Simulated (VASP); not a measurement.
Wanted: the native input for a VASP 6.6.1 run.

```
Task                               : single point
Functional                         : B3LYP
Potentials or basis                : VASP PAW PBE potentials, release 64 (Zr_sv)
Cutoff                             : 520 eV
k mesh                             : 5 × 5 × 3
Occupations                        : fermi-dirac, width 0.05 eV
Spin                               : no spin polarisation
Dipole correction                  : no
Grid for exact exchange (PRECFOCK) : Normal
Further INCAR settings             : ALGO = Normal; EDIFF = 1e-07; NBANDS = 19
Share of exact exchange            : 0.2
```

Crystal: Zr.

```
Zr
1.0
     3.23200    0.00000    0.00000
    -1.61600    2.79899    0.00000
     0.00000    0.00000    5.14700
Zr
2
Direct
  0.66667 0.33333 0.75000
  0.33333 0.66667 0.25000
```

These files were run (other wordings do the same):

POSCAR

```
Zr
1.0
    3.2320000000      0.0000000000      0.0000000000
   -1.6160000000      2.7989941050      0.0000000000
    0.0000000000      0.0000000000      5.1470000000
Zr
2
Direct
    0.6666666667      0.3333333333      0.7500000000
    0.3333333333      0.6666666667      0.2500000000
```

INCAR.step1

```
SYSTEM = Zr
PREC = Accurate
ENCUT = 520
EDIFF = 1E-5
ISMEAR = -1
SIGMA = 0.05
LREAL = .FALSE.
LASPH = .TRUE.
NELM = 100
ALGO = Normal
ISIF = 2
LWAVE = .TRUE.
LCHARG = .FALSE.
GGA = PE
NBANDS = 19
```

INCAR.step2

```
SYSTEM = Zr
PREC = Accurate
ENCUT = 520
EDIFF = 1E-7
ISMEAR = -1
SIGMA = 0.05
LREAL = .FALSE.
LASPH = .TRUE.
NELM = 100
ALGO = Normal
ISIF = 2
LWAVE = .FALSE.
LCHARG = .FALSE.
GGA = B3
LHFCALC = .TRUE.
AEXX = 0.2
AGGAX = 0.72
AGGAC = 0.81
ALDAC = 0.19
PRECFOCK = Normal
ISTART = 1
NBANDS = 19
```

KPOINTS

```
Automatic mesh
0
G
  5 5 3
  0 0 0
```

Potentials or basis: VASP PAW PBE potentials, release 64 (Zr_sv).

Command:

```console
$ cat potpaw_PBE.64/Zr_sv/POTCAR > POTCAR
$ cp INCAR.step1 INCAR
$ mpirun -np 1 vasp_std > vasp.out
$ cp INCAR.step2 INCAR
$ mpirun -np 1 vasp_std > vasp.out
```

Results of the run:

```json
{"Pressure": "2.9 GPa", "Band gap on the k mesh": "zero (bands 12 and 13 overlap by 1.47 eV)"}
```

Caveat: the k points lie up to 0.45 Å⁻¹ apart, too coarse for converged energies and pressures of a metal; the PAW data sets were made with another functional, which shifts forces and pressure a little.

Run time: 33 min on 1 thread of Intel(R) Xeon(R) Platinum 8375C CPU @ 2.90GHz (Ice Lake), on a shared host, peak memory 0.17 GiB.
